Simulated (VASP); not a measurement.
## Al2O3: single point with r2SCAN

Crystal: Al2O3.

```
Al O
1.0
     2.43906    1.40819    4.43993
    -2.43906    1.40819    4.43993
     0.00000   -2.81638    4.43993
Al O
4 6
Direct
  0.85192 0.85192 0.85192
  0.64808 0.64808 0.64808
  0.14808 0.14808 0.14808
  0.35192 0.35192 0.35192
  0.05639 0.44361 0.75000
  0.75000 0.05639 0.44361
  0.44361 0.75000 0.05639
  0.94361 0.55639 0.25000
  0.25000 0.94361 0.55639
  0.55639 0.25000 0.94361
```

This cell differs from its parent crystal: strain +0.025 along x and y, +0.025 along z.

- Program: VASP 6.6.1
- Task: single point
- Functional: r2SCAN
- Potentials or basis: VASP PAW PBE potentials, release 64 (Al, O)
- Cutoff: 520 eV
- k mesh: 6 × 6 × 6
- Occupations: gaussian, width 0.05 eV
- Spin: no spin polarisation
- Dipole correction: no
- Further INCAR settings: ALGO = Normal; EDIFF = 1e-06; NBANDS = 35

```json
{
  "Pressure": "-17.0 GPa",
  "Largest force": "0.094 eV/Å",
  "Band gap on the k mesh": "6.21 eV"
}
```

Forces in eV/Å, atoms in the order of the input:
```
Al   0.000  0.000  0.021
Al   0.000  0.000 -0.021
Al   0.000  0.000 -0.021
Al   0.000  0.000  0.021
O   -0.094  0.000  0.000
O    0.047 -0.081  0.000
O    0.047  0.081  0.000
O    0.094  0.000  0.000
O   -0.047  0.081  0.000
O   -0.047 -0.081  0.000
```

Stress tensor (GPa, compression positive):
```
-17.39   0.00   0.00
  0.00 -17.39   0.00
  0.00   0.00 -16.23
```

Levels at points of the mesh, in eV from the valence-band top:
| k point | band 20 | band 21 | band 22 | band 23 | band 24 | band 25 | band 26 | band 27 | band 28 | band 29 |
| --- | --- | --- | --- | --- | --- | --- | --- | --- | --- | --- |
| (0.00, 0.00, 0.00) | -0.44 | -0.44 | -0.04 | -0.04 | 0.00 | 6.21 | 9.52 | 10.97 | 11.90 | 11.90 |
| (0.50, 0.00, 0.00) | -1.26 | -0.82 | -0.82 | -0.24 | -0.24 | 9.59 | 9.59 | 9.94 | 9.94 | 12.29 |
| (0.50, 0.50, 0.00) | -1.20 | -0.93 | -0.84 | -0.68 | -0.22 | 9.82 | 10.10 | 10.19 | 10.73 | 11.50 |
| (0.50, 0.50, 0.50) | -1.86 | -0.34 | -0.34 | -0.34 | -0.34 | 8.80 | 8.80 | 11.51 | 11.51 | 12.65 |

Run time: 3.1 min on 1 thread of Intel(R) Xeon(R) 6975P-C (Granite Rapids) (shared host), peak memory 0.28 GiB.

Caveat: the cell differs from its parent crystal (strain +0.025 along x and y, +0.025 along z); the cell stands under tension; the PAW data sets were made with another functional, which shifts forces and pressure a little.
